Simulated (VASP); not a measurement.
# KGaRe3 (Pm-3m) in VASP: density of states with PBE

Aim: the density of states of KGaRe3 with PBE.

Program: VASP 6.6.1. These are calculated values, not measurements. Logs are shortened: lines on timing, memory, paths and dates and some standing lists are left out, and cuts for length are marked.

### Step 1. The cell of the first run

Symmetry: Pm-3m, No. 221, cubic system. The conventional cell has a = 4.704 Å, b = 4.704 Å, c = 4.704 Å, α = 90.00°, β = 90.00°, γ = 90.00°. K (site symmetry m-3m) has 12 Re at 3.33 Å and 8 Ga at 4.07 Å within 4.4 Å. Ga (site symmetry m-3m) has 6 Re at 2.35 Å within 3.1 Å. Within 3.1 Å of Re (site symmetry 4/mmm) lie 2 Ga at 2.35 Å.

### Step 2. Density of states, PBE

POSCAR reads:

```
KGaRe3
1.0
    4.7036364523      0.0000000000      0.0000000000
    0.0000000000      4.7036364523      0.0000000000
    0.0000000000      0.0000000000      4.7036364523
K Ga Re
1 1 3
Direct
    0.0000000000      0.0000000000      0.0000000000
    0.5000000000      0.5000000000      0.5000000000
    0.0000000000      0.5000000000      0.5000000000
    0.5000000000      0.0000000000      0.5000000000
    0.5000000000      0.5000000000      0.0000000000
```

INCAR.step1 reads:

```
ALGO = Normal ; EDIFF = 1E-6
ENCUT = 520 ; GGA = PE
ISIF = 2 ; ISMEAR = 0
LASPH = True ; LCHARG = True
LMAXMIX = 4 ; LREAL = False
LWAVE = False ; NBANDS = 30
NELM = 100 ; PREC = Accurate
SIGMA = 0.1
```

KPOINTS.step1 reads:

```
k-points
0
Gamma
  8 8 8
```

INCAR.step2 reads:

```
ALGO = Normal ; EDIFF = 1E-6
ENCUT = 520 ; GGA = PE
ICHARG = 11 ; ISIF = 2
ISMEAR = -5 ; LASPH = True
LCHARG = False ; LMAXMIX = 4
LORBIT = 10 ; LREAL = False
LWAVE = False ; NBANDS = 30
NEDOS = 1001 ; NELM = 100
PREC = Accurate ; SIGMA = 0.1
```

KPOINTS.step2 reads:

```
k-points
0
Gamma
  12 12 12
```

Potentials or basis: VASP PAW PBE potentials, release 64 (K_sv, Ga_d, Re).

On the command line:

```bash
> cat potpaw_PBE.64/K_sv/POTCAR potpaw_PBE.64/Ga_d/POTCAR potpaw_PBE.64/Re/POTCAR > POTCAR
> cp INCAR.step1 INCAR
> cp KPOINTS.step1 KPOINTS
> mpirun -np 1 vasp_std > vasp.out
> cp INCAR.step2 INCAR
> cp KPOINTS.step2 KPOINTS
> mpirun -np 1 vasp_std > vasp.out
```

OUTCAR:

```text
EDIFF = 1E-6
   ENCUT = 520
   GGA = PE
   ICHARG = 11
   ISIF = 2
   ISMEAR = -5
   LASPH = True
   LORBIT = 10
   LREAL = False
   NELM = 100
   PREC = Accurate

 ion  position               nearest neighbor table
   1  0.000  0.000  0.000-   3 3.33   4 3.33   5 3.33   3 3.33   4 3.33   3 3.33   5 3.33   3 3.33
                             4 3.33   5 3.33   4 3.33   5 3.33
   2  0.500  0.500  0.500-   3 2.35   4 2.35   5 2.35   5 2.35   4 2.35   3 2.35
   3  0.000  0.500  0.500-   2 2.35   2 2.35   4 3.33   5 3.33   1 3.33   5 3.33   1 3.33   4 3.33
                             1 3.33   1 3.33   4 3.33   5 3.33   5 3.33   4 3.33
   4  0.500  0.000  0.500-   2 2.35   2 2.35   3 3.33   5 3.33   1 3.33   5 3.33   1 3.33   3 3.33
                             5 3.33   5 3.33   1 3.33   3 3.33   1 3.33   3 3.33
   5  0.500  0.500  0.000-   2 2.35   2 2.35   3 3.33   4 3.33   1 3.33   3 3.33   4 3.33   1 3.33
                             4 3.33   4 3.33   1 3.33   3 3.33   3 3.33   1 3.33

  LATTYP: Found a simple cubic cell.
 ALAT       =     4.7036364523

  Lattice vectors:

 A1 = (   4.7036364523,   0.0000000000,   0.0000000000)
 A2 = (   0.0000000000,   4.7036364523,   0.0000000000)
 A3 = (   0.0000000000,   0.0000000000,   4.7036364523)

Analysis of symmetry for initial positions (statically):
=====================================================================
 Subroutine PRICEL returns:
 Original cell was already a primitive cell.

 Routine SETGRP: Setting up the symmetry group for a
 simple cubic supercell.

 Subroutine GETGRP returns: Found 48 space group operations
 (whereof 48 operations were pure point group operations)
 out of a pool of 48 trial point group operations.

The static configuration has the point symmetry O_h .

Analysis of symmetry for dynamics (positions and initial velocities):
=====================================================================
 Subroutine PRICEL returns:
 Original cell was already a primitive cell.

 Routine SETGRP: Setting up the symmetry group for a
 simple cubic supercell.

 Subroutine GETGRP returns: Found 48 space group operations
 (whereof 48 operations were pure point group operations)
 out of a pool of 48 trial point group operations.

The dynamic configuration has the point symmetry O_h .

 Subroutine INISYM returns: Found 48 space group operations
[... 108 lines left out ...]
   NSW    =      0    number of steps for IOM
   IBRION =     -1    ionic relax: 0-MD 1-quasi-New 2-CG
   NFREE  =      0    steps in history (QN), initial steepest desc. (CG)
   ISIF   =      2    stress and relaxation
   ISYM   =      2    0-nonsym 1-usesym 2-fastsym
   POTIM  = 0.5000    time-step for ionic-motion
   TEBEG  =    0.0;   TEEND  =   0.0 temperature during run
   PSTRESS=    0.0 pullay stress
   NELECT =      43.0000    total number of electrons
   NUPDOWN=      -1.0000    fix difference up-down
   EMIN   =  10.00;   EMAX   =-10.00  energy-range for DOS
   EFERMI =   0.00;   METHOD = LEGACY
   ISMEAR =    -5;   SIGMA  =   0.10  broadening in eV -4-tet -1-fermi 0-gaus
   EFERMI_NEDOS =   21; number of points for ismear=-14 and -15
   IALGO  =     38    algorithm
   IMIX   =      4    mixing-type and parameters
     AMIX     =   0.40;   BMIX     =  1.00
     AMIX_MAG =   1.60;   BMIX_MAG =  1.00
  volume/ion in A,a.u.               =      20.81       140.45
  Fermi-wavevector in a.u.,A,eV,Ry     =   1.219356  2.304249 20.229542  1.486829
  Thomas-Fermi vector in A             =   2.354611
   LORBIT       =     10    0 simple, 1 ext, 2 COOP (PROOUT), +10 PAW based schemes
   GGA     = PE    functional components
   LHFCALC =     F    Hartree Fock is set to
   AEXX    =    0.0000 exact exchange contribution
   IVDW    =     0    specifies the selected vdW correction
   LEPSILON=     F    determine dielectric tensor
   LRPA    =     F    only Hartree local field effects (RPA)
 non-spin polarized calculation
 Fermi weights with tetrahedron method with Bloechl corrections
  energy-cutoff  :      520.00
  volume of cell :      104.06
 maximum number of plane-waves:      2830
 NGX is ok and might be reduce to    36

 number of electron      42.9999992 magnetization

 Free energy of the ion-electron system (eV)
  ---------------------------------------------------
  ext. energy  EPLUGINS =         0.00000000
  ---------------------------------------------------
  free energy    TOTEN  =       -29.68184984 eV

  energy without entropy =      -29.68184984  energy(sigma->0) =      -29.68184984

 E-fermi :   3.5800     XC(G=0): -11.0132

 val. band max:        3.6040035222   @ k =   0.3333   0.3333   0.0833
 cond. band min:       3.5729724940   @ k =   0.0833   0.0833   0.0833
 fundamental gap:     -0.0310310282
 Fermi energy:         3.5800314563

 k-point     1 :       0.0000    0.0000    0.0000
  band No.  band energies     occupation
      1     -25.0291      2.00000
      2     -10.9500      2.00000
      3     -10.9500      2.00000
      4     -10.7016      2.00000
      5     -10.7016      2.00000
      6     -10.7016      2.00000
[... 781 lines left out ...]
     29       8.4061      0.00000
     30       8.5942      0.00000

 [... further k-points ...]
[... 5 lines left out ...]
  --------------------------------------------------------------------------------------
  -------------------------------------------------------------------------------------
  Total        0.0853609      0.0853609      0.0853609      0.0000000      0.0000000     -0.0000000
  in kB        1.3142212      1.3142212      1.3142212      0.0000000      0.0000000     -0.0000000
  external PRESSURE =       1.3142212 kB  Pullay stress =       0.0000000 kB

 VOLUME and BASIS-vectors are now :
 -----------------------------------------------------------------------------
  energy-cutoff  :      520.00
  volume of cell :      104.06
      direct lattice vectors                 reciprocal lattice vectors
     4.703636452  0.000000000  0.000000000     0.212601465  0.000000000  0.000000000
     0.000000000  4.703636452  0.000000000     0.000000000  0.212601465  0.000000000
     0.000000000  0.000000000  4.703636452     0.000000000  0.000000000  0.212601465

 POSITION                                       TOTAL-FORCE (eV/Angst)
 -----------------------------------------------------------------------------------
      0.00000      0.00000      0.00000         0.000000      0.000000      0.000000
      2.35182      2.35182      2.35182         0.000000      0.000000      0.000000
      0.00000      2.35182      2.35182         0.000000      0.000000      0.000000
      2.35182      0.00000      2.35182         0.000000      0.000000      0.000000
      2.35182      2.35182      0.00000         0.000000      0.000000      0.000000
 -----------------------------------------------------------------------------------
    total drift:                                0.000000      0.000000      0.000000

  FREE ENERGIE OF THE ION-ELECTRON SYSTEM (eV)
  ---------------------------------------------------
  free  energy   TOTEN  =       -29.6818498431 eV

  energy  without entropy=      -29.6818498431  energy(sigma->0) =      -29.68184984

 total charge

# of ion       s       p       d       tot
------------------------------------------
    1        1.986   5.597   0.072   7.654
    2        1.011   1.298  10.120  12.429
    3        0.507   0.329   4.689   5.525
    4        0.507   0.329   4.689   5.525
    5        0.507   0.329   4.689   5.525
--------------------------------------------------
tot          4.518   7.882  24.258  36.658
```

It took 5.1 min on 1 thread of AMD EPYC 9R45 (Zen 5), shared host; peak memory 0.36 GiB.

Results:

- Valence electrons inside the program's atomic spheres: K 7.65; Ga 12.43; Re 5.53

Caveat: spin-orbit coupling is left out, which moves the levels of the heavy elements; tetrahedron occupations give inexact forces and stress in metals.
